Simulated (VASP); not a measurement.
Ni:

```xyz
1
Lattice="0.0000 1.6870 1.6870 1.6870 0.0000 1.6870 1.6870 1.6870 0.0000" Properties=species:S:1:pos:R:3 pbc="T T T"
Ni    0.0000    0.0000    0.0000
```

Base run:

| Property | Result |
| --- | --- |
| Program | VASP 6.6.1 |
| Functional | PBE |
| Dispersion | D4 |
| Potentials or basis | VASP PAW PBE potentials, release 64 (Ni_sv_GW) |
| Cutoff | 590 eV |
| k mesh | 13 × 13 × 13 |
| Occupations | tetrahedron |
| Spin | collinear spin, ferromagnetic start |
| Starting moments | [1.0] μB |
| Hubbard terms | Ni d U = 3.5 eV |

Its results: pressure 20.8 GPa; net moment 0.73 μB per cell; site moments Ni +0.80 μB.

Q: The run is repeated on the same cell with these changes: potentials or basis from VASP PAW PBE potentials, release 64 (Ni_sv_GW) to VASP PAW PBE potentials, release 64 (Ni); cutoff from 590 eV to 520 eV; further incar settings from ALGO = Normal; EDIFF = 1e-06; NBANDS = 19 to ALGO = Normal; EDIFF = 1e-06; NBANDS = 15; valence electrons from 18 to 10. What comes out?

A: Pressure 13.2 GPa; net moment 0.65 μB per cell; site moments Ni +0.67 μB.

Caveats: pairwise dispersion overbinds metals, which lowers pressure and volume; the U is typed as a test and isn't derived for this compound; tetrahedron occupations give inexact forces and stress in metals.
